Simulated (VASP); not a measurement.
Here is a VASP 6.6.1 calculation.

Contents of INCAR:

```
SYSTEM = LaH
PREC = Accurate
ENCUT = 600
EDIFF = 1E-7
ISMEAR = 0
SIGMA = 0.1
LREAL = .False.
LASPH = .True.
NELM = 60
ALGO = Normal
ISIF = 3
LWAVE = .False.
LCHARG = .False.
GGA = PE
IBRION = 2
NSW = 100
EDIFFG = -0.01
```

The input KPOINTS:

```
regular mesh
0
Gamma
  12 12 6
  0 0 0
```

File POSCAR:

```
LaH
1.0
    4.0385825923      0.0000000000      0.0000000000
   -2.0192912962      3.4975151203      0.0000000000
    0.0000000000      0.0000000000      6.2309291569
La H
2 2
Direct
    0.6666666667      0.3333333333      0.7345079715
    0.3333333333      0.6666666667      0.2654920285
    0.6666666667      0.3333333333      0.3395737810
    0.3333333333      0.6666666667      0.6604262190
```

Potentials or basis: VASP PAW PBE potentials, release 64 (La, H).

Launch:

```console
$ cat potpaw_PBE.64/La/POTCAR potpaw_PBE.64/H/POTCAR > POTCAR
$ mpirun -np 1 vasp_std > vasp.out
```

(1) Predict the relaxed cell.

(2) What does it give for the band gap on the k mesh?

(3) Estimate the relaxed volume.

(4) What does it give for the space group after relaxing (to 0.1 Å)?

Results:

(1) a = 4.044 Å, b = 4.044 Å, c = 6.240 Å, α = 90.00°, β = 90.00°, γ = 120.00°.

(2) zero (bands 12 and 13 overlap by 1.23 eV).

(3) 22.09 Å³/atom.

(4) P-3m1 (No. 164).

Caveat: spin-orbit coupling is left out, which moves the levels of the heavy elements.
